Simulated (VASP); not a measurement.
A run of VASP 6.6.1:

File INCAR:

```
AGGAC = 1.0 ; AGGAX = 1.0
ALDAC = 0.0 ; ALDAX = 1.0
ALGO = Normal ; EDIFF = 1E-6
ENCUT = 520 ; GGA = B5
ISIF = 2 ; ISMEAR = -1
LASPH = T ; LCHARG = F
LREAL = F ; LWAVE = F
NBANDS = 8 ; NELM = 80
PREC = Accurate ; SIGMA = 0.05
```

The input KPOINTS:

```
k-points
0
Gamma
  11 11 11
```

Contents of POSCAR:

```
Al
1.0
    0.0000000000      2.0112152952      2.0112152952
    2.0112152952      0.0000000000      2.0112152952
    2.0112152952      2.0112152952      0.0000000000
Al
1
Direct
    0.0000000000      0.0000000000      0.0000000000
```

Potentials or basis: VASP PAW PBE potentials, release 64 (Al).

Launch:

```bash
$ cat potpaw_PBE.64/Al/POTCAR > POTCAR
$ mpirun -np 1 vasp_std > vasp.out
```

Hardware: 1 thread of Intel Xeon 6975P-C (shared host).

**Question.** Estimate the wall time of this run.

**Answer.** Run time: 5.4 s on 1 thread of Intel Xeon 6975P-C, with other jobs on the host, peak memory 0.13 GiB. Counts: scf iterations 10, k points 56.
